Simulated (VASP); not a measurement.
# Ag (Im-3m) in VASP: further runs

Runs on Ag. Level: PBE. Tasks: single point.

Program: VASP 6.6.1. These are calculated values, not measurements. Logs are shortened: lines on timing, memory, paths and dates and some standing lists are left out, and cuts for length are marked.

## (1) The cell of the first run

The structure is cubic, space group Im-3m (No. 229). The conventional cell has a = 3.324 Å, b = 3.324 Å, c = 3.324 Å, α = 90.00°, β = 90.00°, γ = 90.00°. Ag (site symmetry m-3m) has 14 Ag at 2.88 to 3.32 Å within 3.8 Å.

This isn't the form of Ag at room conditions, which is fcc.

## (2) Single point, PBE

Contents of INCAR:

```
SYSTEM = Ag
PREC = Accurate
ENCUT = 520
EDIFF = 1E-6
ISMEAR = -1
SIGMA = 0.06122561905347299
LREAL = .FALSE.
LASPH = .TRUE.
NELM = 60
ALGO = Normal
ISIF = 2
LWAVE = .FALSE.
LCHARG = .FALSE.
GGA = PE
NBANDS = 12
```

Contents of KPOINTS:

```
regular mesh
0
G
  46 46 46
  0 0 0
```

Contents of POSCAR:

```
Ag
1.0
   -1.6618999391      1.6618999391      1.6618999391
    1.6618999391     -1.6618999391      1.6618999391
    1.6618999391      1.6618999391     -1.6618999391
Ag
1
Direct
    0.0000000000      0.0000000000      0.0000000000
```

Potentials or basis: VASP PAW PBE potentials, release 64 (Ag).

Command:

```console
> cat potpaw_PBE.64/Ag/POTCAR > POTCAR
> mpirun -np 1 vasp_std > vasp.out
```

OUTCAR:

```text
SYSTEM = Ag
   PREC = Accurate
   ENCUT = 520
   EDIFF = 1E-6
   ISMEAR = -1
   LREAL = .FALSE.
   LASPH = .TRUE.
   NELM = 60
   ISIF = 2
   GGA = PE

 ion  position               nearest neighbor table
   1  0.000  0.000  0.000-

  LATTYP: Found a body centered cubic cell.
 ALAT       =     3.3237998782

  Lattice vectors:

 A1 = (  -1.6618999391,   1.6618999391,   1.6618999391)
 A2 = (   1.6618999391,  -1.6618999391,   1.6618999391)
 A3 = (   1.6618999391,   1.6618999391,  -1.6618999391)

Analysis of symmetry for initial positions (statically):
=====================================================================
 Subroutine PRICEL returns:
 Original cell was already a primitive cell.

 Routine SETGRP: Setting up the symmetry group for a
 body centered cubic supercell.

 Subroutine GETGRP returns: Found 48 space group operations
 (whereof 48 operations were pure point group operations)
 out of a pool of 48 trial point group operations.

The static configuration has the point symmetry O_h .

Analysis of symmetry for dynamics (positions and initial velocities):
=====================================================================
 Subroutine PRICEL returns:
 Original cell was already a primitive cell.

 Routine SETGRP: Setting up the symmetry group for a
 body centered cubic supercell.

 Subroutine GETGRP returns: Found 48 space group operations
 (whereof 48 operations were pure point group operations)
 out of a pool of 48 trial point group operations.

The dynamic configuration has the point symmetry O_h .

 Subroutine INISYM returns: Found 48 space group operations
 (whereof 48 operations are pure point group operations),
 and found     1 'primitive' translations

----------------------------------------------------------------------------------------

                                     Primitive cell

  volume of cell :      18.3601

  direct lattice vectors                    reciprocal lattice vectors
    -1.661899939  1.661899939  1.661899939     0.000000000  0.300860472  0.300860472
     1.661899939 -1.661899939  1.661899939     0.300860472  0.000000000  0.300860472
     1.661899939  1.661899939 -1.661899939     0.300860472  0.300860472  0.000000000

  length of vectors
     2.878495132  2.878495132  2.878495132     0.425480960  0.425480960  0.425480960

  position of ions in fractional coordinates (direct lattice)
     0.000000000  0.000000000  0.000000000

  ion indices of the primitive-cell ions
   primitive index   ion index
                 1           1

----------------------------------------------------------------------------------------

 KPOINTS: regular mesh

Automatic generation of k-mesh.
 Grid dimensions read from file:
 generate k-points for:   46   46   46

 Generating k-lattice:

  Cartesian coordinates                     Fractional coordinates (reciprocal lattice)
     0.000000000  0.006540445  0.006540445     0.021739130  0.000000000  0.000000000
     0.006540445  0.000000000  0.006540445     0.000000000  0.021739130  0.000000000
     0.006540445  0.006540445  0.000000000     0.000000000  0.000000000  0.021739130

  Length of vectors
     0.009249586  0.009249586  0.009249586

  Shift w.r.t. Gamma in fractional coordinates (k-lattice)
     0.000000000  0.000000000  0.000000000

 Subroutine IBZKPT returns following result:
 ===========================================

 Found   2456 irreducible k-points:

 Following reciprocal coordinates:
            Coordinates               Weight
  0.000000  0.000000  0.000000      1.000000
  0.021739  0.000000  0.000000     12.000000
  0.043478  0.000000  0.000000     12.000000
  0.065217  0.000000  0.000000     12.000000
  0.086957  0.000000  0.000000     12.000000
  0.108696  0.000000  0.000000     12.000000
[... 16 lines left out ...]
  0.478261  0.000000  0.000000     12.000000
  0.500000  0.000000  0.000000      6.000000
 [... further k-points ...]
   k-points           NKPTS =   2456   k-points in BZ     NKDIM =   2456   number of bands    NBANDS=     12
   number of dos      NEDOS =    301   number of ions     NIONS =      1
   total plane-waves  NPLWV =  13824
   dimension x,y,z NGX =    24 NGY =   24 NGZ =   24
   dimension x,y,z NGXF=    48 NGYF=   48 NGZF=   48
   ions per type =               1
   NGX,Y,Z   is equivalent  to a cutoff of  13.86, 13.86, 13.86 a.u.
   NGXF,Y,Z  is equivalent  to a cutoff of  27.72, 27.72, 27.72 a.u.
 SYSTEM =  Ag
   PREC   = accura    normal or accurate (medium, high low for compatibility)
   ISTART =      0    job   : 0-new  1-cont  2-samecut
   ICHARG =      2    charge: 1-file 2-atom 10-const
   ISPIN  =      1    spin polarized calculation?
   LNONCOLLINEAR =      F non collinear calculations
   LSORBIT =      F    spin-orbit coupling
   LASPH  =      T    aspherical Exc in radial PAW
   ENCUT  =  520.0 eV  38.22 Ry    6.18 a.u.   5.35  5.35  5.35*2*pi/ulx,y,z
   NELM   =     60;   NELMIN=  2; NELMDL= -5     # of ELM steps
   EDIFF  = 0.1E-05   stopping-criterion for ELM
   LREAL  =      F    real-space projection
   EDIFFG = 0.1E-04   stopping-criterion for IOM
   NSW    =      0    number of steps for IOM
   IBRION =     -1    ionic relax: 0-MD 1-quasi-New 2-CG
   NFREE  =      0    steps in history (QN), initial steepest desc. (CG)
   ISIF   =      2    stress and relaxation
   ISYM   =      2    0-nonsym 1-usesym 2-fastsym
   POTIM  = 0.5000    time-step for ionic-motion
   TEBEG  =    0.0;   TEEND  =   0.0 temperature during run
   PSTRESS=    0.0 pullay stress
   NELECT =      11.0000    total number of electrons
   NUPDOWN=      -1.0000    fix difference up-down
   EMIN   =  10.00;   EMAX   =-10.00  energy-range for DOS
   EFERMI =   0.00;   METHOD = LEGACY
   ISMEAR =    -1;   SIGMA  =   0.06  broadening in eV -4-tet -1-fermi 0-gaus
   EFERMI_NEDOS =   21; number of points for ismear=-14 and -15
   IALGO  =     38    algorithm
   IMIX   =      4    mixing-type and parameters
     AMIX     =   0.40;   BMIX     =  1.00
     AMIX_MAG =   1.60;   BMIX_MAG =  1.00
  volume/ion in A,a.u.               =      18.36       123.90
  Fermi-wavevector in a.u.,A,eV,Ry     =   1.380112  2.608033 25.915124  1.904708
  Thomas-Fermi vector in A             =   2.505019
   LORBIT       =      0    0 simple, 1 ext, 2 COOP (PROOUT), +10 PAW based schemes
   GGA     = PE    functional components
   LHFCALC =     F    Hartree Fock is set to
   AEXX    =    0.0000 exact exchange contribution
   IVDW    =     0    specifies the selected vdW correction
   LEPSILON=     F    determine dielectric tensor
   LRPA    =     F    only Hartree local field effects (RPA)
 non-spin polarized calculation
  energy-cutoff  :      520.00
  volume of cell :       18.36
 maximum number of plane-waves:       531
 NGX is ok and might be reduce to    24
   NGX = 11   NGY = 11   NGZ = 11

 number of electron      10.9999999 magnetization

 Free energy of the ion-electron system (eV)
  ---------------------------------------------------
  ext. energy  EPLUGINS =         0.00000000
  ---------------------------------------------------
  free energy    TOTEN  =        -2.68638068 eV

  energy without entropy =       -2.68287586  energy(sigma->0) =       -2.68462827

 E-fermi :   7.4872     XC(G=0): -11.7728

 val. band max:        7.4833154860   @ k =  -0.3913   0.4783   0.0435
 cond. band min:       7.4955916529   @ k =  -0.4130   0.4783   0.0435
 fundamental gap:      0.0122761669
 Fermi energy:         7.4872272069

 k-point     1 :       0.0000    0.0000    0.0000
  band No.  band energies     occupation
      1       0.2112      2.00000
      2       2.7867      2.00000
      3       2.7867      2.00000
      4       2.7867      2.00000
      5       3.9667      2.00000
      6       3.9667      2.00000
      7      25.1519      0.00000
      8      25.1519      0.00000
      9      25.1519      0.00000
     10      30.3492      0.00000
     11      30.3492      0.00000
     12      30.3492      0.00000

 k-point     2 :       0.0217    0.0000    0.0000
  band No.  band energies     occupation
      1       0.2261      2.00000
      2       2.7833      2.00000
      3       2.7873      2.00000
      4       2.7948      2.00000
      5       3.9629      2.00000
      6       3.9670      2.00000
      7      25.1102      0.00000
      8      25.1477      0.00000
      9      25.1602      0.00000
     10      29.9749      0.00000
     11      30.0612      0.00000
     12      30.2381      0.00000

 k-point     3 :       0.0435    0.0000    0.0000
  band No.  band energies     occupation
      1       0.2705      2.00000
      2       2.7731      2.00000
      3       2.7892      2.00000
      4       2.8188      2.00000
      5       3.9516      2.00000
      6       3.9678      2.00000
      7      24.9803      0.00000
      8      25.1314      0.00000
      9      25.1847      0.00000
     10      29.4616      0.00000
     11      29.5447      0.00000
     12      29.9366      0.00000
[... 286 lines left out ...]
 k-point    23 :       0.4783    0.0000    0.0000
  band No.  band energies     occupation
      1       1.4878      2.00000
      2       2.1027      2.00000
      3       3.9124      2.00000
      4       4.0682      2.00000
      5       4.8409      2.00000
      6       7.4380      1.38199
      7      11.3336      0.00000
      8      20.5387      0.00000
      9      21.3198      0.00000
     10      26.5460      0.00000
     11      27.5942      0.00000
     12      31.4276      0.00000

 k-point    24 :       0.5000    0.0000    0.0000
  band No.  band energies     occupation
      1       1.4838      2.00000
      2       2.0997      2.00000
      3       3.9143      2.00000
      4       4.0690      2.00000
      5       4.8528      2.00000
      6       7.5558      0.49220
      7      11.1910      0.00000
      8      20.5202      0.00000
      9      21.2897      0.00000
     10      26.5508      0.00000
     11      27.6024      0.00000
     12      31.4087      0.00000

 [... further k-points ...]

------------------------ aborting loop because EDIFF is reached ----------------------------------------

  FORCE on cell =-STRESS in cart. coord.  units (eV):
  Direction    XX          YY          ZZ          XY          YZ          ZX
  --------------------------------------------------------------------------------------
  -------------------------------------------------------------------------------------
  Total       -0.2104551     -0.2104551     -0.2104551     -0.0000000      0.0000000      0.0000000
  in kB      -18.3651938    -18.3651938    -18.3651938     -0.0000000      0.0000000      0.0000000
  external PRESSURE =     -18.3651938 kB  Pullay stress =       0.0000000 kB

 VOLUME and BASIS-vectors are now :
 -----------------------------------------------------------------------------
  energy-cutoff  :      520.00
  volume of cell :       18.36
      direct lattice vectors                 reciprocal lattice vectors
    -1.661899939  1.661899939  1.661899939     0.000000000  0.300860472  0.300860472
     1.661899939 -1.661899939  1.661899939     0.300860472  0.000000000  0.300860472
     1.661899939  1.661899939 -1.661899939     0.300860472  0.300860472  0.000000000

 POSITION                                       TOTAL-FORCE (eV/Angst)
 -----------------------------------------------------------------------------------
      0.00000      0.00000      0.00000         0.000000     -0.000000      0.000000
 -----------------------------------------------------------------------------------
    total drift:                                0.000000     -0.000000      0.000000

  FREE ENERGIE OF THE ION-ELECTRON SYSTEM (eV)
  ---------------------------------------------------
  free  energy   TOTEN  =        -2.6863806847 eV

  energy  without entropy=       -2.6828758584  energy(sigma->0) =       -2.68462827
```

Run time: 6.5 min. Hardware: 1 thread of AMD EPYC 7R43 (Zen 3), shared host; peak memory 0.56 GiB.

Results:

```
Free energy            : -2.6864 eV
Pressure               : -1.8 GPa
Band gap on the k mesh : zero (an odd number of electrons rules out a gap without spin polarisation)
```

Levels at points of the mesh, in eV from the Fermi level:
```
           k point  band 3  band 4  band 5  band 6  band 7  band 8
(0.00, 0.00, 0.00)   -4.70   -4.70   -3.52   -3.52   17.66   17.66
(0.50, 0.00, 0.00)   -3.57   -3.42   -2.63    0.07    3.70   13.03
(0.50, 0.50, 0.50)   -2.85   -2.85   -2.85    6.66    6.66    6.66
```

## (3) Single point, PBE

This run uses another cell than the first one, of 18.72 Å³/atom.

Contents of INCAR:

```
ALGO     = Normal         # electronic algorithm
EDIFF    = 1E-6           # SCF threshold, eV
ENCUT    = 520            # plane-wave cutoff, eV
GGA      = PE             # functional
ISIF     = 2              # what is computed and relaxed
ISMEAR   = -1             # smearing method
LASPH    = T              # aspherical terms in the spheres
LCHARG   = F              # write CHGCAR
LREAL    = F              # projectors in reciprocal space
LWAVE    = F              # write WAVECAR
NBANDS   = 12             # bands
NELM     = 60             # most SCF steps
PREC     = Accurate       # precision mode
SIGMA    = 0.06122561905347299 # smearing width, eV
```

Contents of KPOINTS:

```
k-points
0
Gamma
  46 46 46
```

Contents of POSCAR:

```
Ag
1.0
   -1.6726917995      1.6726917995      1.6726917995
    1.6726917995     -1.6726917995      1.6726917995
    1.6726917995      1.6726917995     -1.6726917995
Ag
1
Direct
    0.0000000000      0.0000000000      0.0000000000
```

Potentials or basis: VASP PAW PBE potentials, release 64 (Ag).

Command:

```console
> cat potpaw_PBE.64/Ag/POTCAR > POTCAR
> mpirun -np 1 vasp_std > vasp.out
```

OUTCAR:

```text
EDIFF = 1E-6
   ENCUT = 520
   GGA = PE
   ISIF = 2
   ISMEAR = -1
   LASPH = T
   LREAL = F
   NELM = 60
   PREC = Accurate

 ion  position               nearest neighbor table
   1  0.000  0.000  0.000-

  LATTYP: Found a body centered cubic cell.
 ALAT       =     3.3453835990

  Lattice vectors:

 A1 = (  -1.6726917995,   1.6726917995,   1.6726917995)
 A2 = (   1.6726917995,  -1.6726917995,   1.6726917995)
 A3 = (   1.6726917995,   1.6726917995,  -1.6726917995)

Analysis of symmetry for initial positions (statically):
=====================================================================
 Subroutine PRICEL returns:
 Original cell was already a primitive cell.

 Routine SETGRP: Setting up the symmetry group for a
 body centered cubic supercell.

 Subroutine GETGRP returns: Found 48 space group operations
 (whereof 48 operations were pure point group operations)
 out of a pool of 48 trial point group operations.

The static configuration has the point symmetry O_h .

[... 166 lines left out ...]
  band No.  band energies     occupation
      1       0.0987      2.00000
      2       2.6057      2.00000
      3       2.6057      2.00000
      4       2.6057      2.00000
      5       3.7480      2.00000
      6       3.7480      2.00000
      7      24.8283      0.00000
      8      24.8283      0.00000
      9      24.8283      0.00000
     10      29.7442      0.00000
     11      29.7442      0.00000
     12      29.7442      0.00000
[... 331 lines left out ...]
 k-point    24 :       0.5000    0.0000    0.0000
  band No.  band energies     occupation
      1       1.3483      2.00000
      2       1.9423      2.00000
      3       3.6964      2.00000
      4       3.8454      2.00000
      5       4.6029      2.00000
      6       7.3553      0.28321
      7      10.8409      0.00000
      8      20.1961      0.00000
      9      20.8725      0.00000
     10      26.0689      0.00000
     11      27.0745      0.00000
     12      30.9958      0.00000

 [... further k-points ...]

------------------------ aborting loop because EDIFF is reached ----------------------------------------

  FORCE on cell =-STRESS in cart. coord.  units (eV):
  Direction    XX          YY          ZZ          XY          YZ          ZX
  --------------------------------------------------------------------------------------
  -------------------------------------------------------------------------------------
  Total       -0.3806763     -0.3806763     -0.3806763     -0.0000000      0.0000000     -0.0000000
  in kB      -32.5805688    -32.5805688    -32.5805688     -0.0000000      0.0000000     -0.0000000
  external PRESSURE =     -32.5805688 kB  Pullay stress =       0.0000000 kB

 VOLUME and BASIS-vectors are now :
 -----------------------------------------------------------------------------
  energy-cutoff  :      520.00
  volume of cell :       18.72
      direct lattice vectors                 reciprocal lattice vectors
    -1.672691799  1.672691799  1.672691799     0.000000000  0.298919383  0.298919383
     1.672691799 -1.672691799  1.672691799     0.298919383  0.000000000  0.298919383
     1.672691799  1.672691799 -1.672691799     0.298919383  0.298919383  0.000000000

 POSITION                                       TOTAL-FORCE (eV/Angst)
 -----------------------------------------------------------------------------------
      0.00000      0.00000      0.00000        -0.000000     -0.000000     -0.000000
 -----------------------------------------------------------------------------------
    total drift:                               -0.000000      0.000000      0.000000

  FREE ENERGIE OF THE ION-ELECTRON SYSTEM (eV)
  ---------------------------------------------------
  free  energy   TOTEN  =        -2.6807985241 eV

  energy  without entropy=       -2.6773268610  energy(sigma->0) =       -2.67906269
```

stdout:

```text
POSCAR found type information on POSCAR Ag
 POSCAR found :  1 types and       1 ions
 scaLAPACK will be used
 LDA part: xc-table for (Slater+PW92), standard interpolation
 POSCAR, INCAR and KPOINTS ok, starting setup
 FFT: planning ... GRIDC
 FFT: planning ... GRID_SOFT
 FFT: planning ... GRID
 WAVECAR not read
 entering main loop
```

Run time: 7 min. Hardware: 1 thread of AMD EPYC 7R43 (Zen 3), shared host; peak memory 0.57 GiB.

What came out:

| Quantity | Value |
| --- | --- |
| Free energy | -2.6808 eV |
| Pressure | -3.3 GPa |
| Band gap on the k mesh | zero (an odd number of electrons rules out a gap without spin polarisation) |

Levels at points of the mesh, in eV from the Fermi level:
| k point | band 1 | band 2 | band 3 | band 4 | band 5 | band 6 | band 7 | band 8 | band 9 | band 10 |
| --- | --- | --- | --- | --- | --- | --- | --- | --- | --- | --- |
| (0.00, 0.00, 0.00) | -7.15 | -4.64 | -4.64 | -4.64 | -3.50 | -3.50 | 17.58 | 17.58 | 17.58 | 22.50 |
| (0.50, 0.00, 0.00) | -5.90 | -5.30 | -3.55 | -3.40 | -2.64 | 0.11 | 3.60 | 12.95 | 13.63 | 18.82 |
| (0.50, 0.50, 0.50) | -5.85 | -5.85 | -2.85 | -2.85 | -2.85 | 6.60 | 6.60 | 6.60 | 11.51 | 12.68 |

Caveat: the cell stands under tension.

## (4) Single point, PBE

This run uses another cell than the first one, of 16.92 Å³/atom.

Edit INCAR of step 3 so:

```diff
@@ -6,6 +6,6 @@
 ISMEAR   = -1             # smearing method
-LASPH    = T              # aspherical terms in the spheres
-LCHARG   = F              # write CHGCAR
-LREAL    = F              # projectors in reciprocal space
-LWAVE    = F              # write WAVECAR
+LASPH    = True           # aspherical terms in the spheres
+LCHARG   = False          # write CHGCAR
+LREAL    = False          # projectors in reciprocal space
+LWAVE    = False          # write WAVECAR
 NBANDS   = 12             # bands
```

KPOINTS is that of step 3.

Contents of POSCAR:

```
Ag
1.0
   -1.6172634284      1.6172634284      1.6172634284
    1.6172634284     -1.6172634284      1.6172634284
    1.6172634284      1.6172634284     -1.6172634284
Ag
1
Direct
    0.0000000000      0.0000000000      0.0000000000
```

Command:

```console
> cat potpaw_PBE.64/Ag/POTCAR > POTCAR
> mpirun -np 1 vasp_std > vasp.out
```

It took 3.1 min on 1 thread of AMD EPYC 9R45 (Zen 5), shared host; peak memory 0.53 GiB.

Results (log left out):

* Free energy: -2.6691 eV
* Pressure: 6.2 GPa
* Band gap on the k mesh: zero (an odd number of electrons rules out a gap without spin polarisation)

Levels at points of the mesh, in eV from the Fermi level:
```tsv
k point	band 3	band 4	band 5	band 6	band 7	band 8	band 9	band 10
(0.00, 0.00, 0.00)	-4.99	-4.99	-3.63	-3.63	17.98	17.98	17.98	24.44
(0.50, 0.00, 0.00)	-3.69	-3.51	-2.60	-0.12	4.18	13.35	14.56	20.11
(0.50, 0.50, 0.50)	-2.85	-2.85	-2.85	6.91	6.91	6.91	12.95	13.59
```

Caveat: the cell stands under pressure.

(Part 1 of 2 ends here.)
